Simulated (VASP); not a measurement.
Write the native input for VASP 6.6.1 that does the following.

| Quantity | Value |
| --- | --- |
| Task | single point |
| Functional | LDA |
| Potentials or basis | VASP PAW LDA potentials, release 64 (Cs_sv, O) |
| Cutoff | 520 eV |
| k mesh | 8 × 8 × 8 |
| Occupations | gaussian, width 0.05 eV |
| Spin | no spin polarisation |
| Dipole correction | no |
| Further INCAR settings | ALGO = Normal; EDIFF = 1e-06; NBANDS = 23 |

The structure of CsO lies in POSCAR:

```
CsO
1.0
   -2.1069750000      3.1346250000      3.9464250000
    2.1069750000     -3.1346250000      3.9464250000
    2.1069750000      3.1346250000     -3.9464250000
Cs O
2 2
Direct
    0.2500000000      0.2500000000      0.0000000000
    0.7500000000      0.7500000000      0.0000000000
    0.6200000000      0.0000000000      0.6200000000
    0.3800000000      0.0000000000      0.3800000000
```

This cell differs from its parent crystal: strain -0.025 along x and y, +0.050 along z.

One way to write it, as run:

INCAR

```
SYSTEM = CsO
PREC = Accurate
ENCUT = 520
EDIFF = 1E-6
ISMEAR = 0
SIGMA = 0.05
LREAL = .FALSE.
LASPH = .TRUE.
NELM = 100
ALGO = Normal
ISIF = 2
LWAVE = .FALSE.
LCHARG = .TRUE.
LELF = .TRUE.
LVHAR = .TRUE.
NBANDS = 23
```

KPOINTS

```
regular mesh
0
G
  8 8 8
  0 0 0
```

Potentials or basis: VASP PAW LDA potentials, release 64 (Cs_sv, O).

Launch:

```console
$ cat potpaw_LDA.64/Cs_sv/POTCAR potpaw_LDA.64/O/POTCAR > POTCAR
$ mpirun -np 1 vasp_std > vasp.out
```

Results of the run:

```yaml
Pressure: -3.3 GPa
Largest_force: 0.474 eV/Å
Band_gap_on_the_k_mesh: 1.55 eV (least direct gap 1.63 eV)
```

Caveat: the cell differs from its parent crystal (strain -0.025 along x and y, +0.050 along z); the cell stands under tension; spin-orbit coupling is left out, which moves the levels of the heavy elements.

It took 4.3 min on 1 thread of Intel(R) Xeon(R) Platinum 8488C (Sapphire Rapids), on a shared host, peak memory 0.33 GiB.
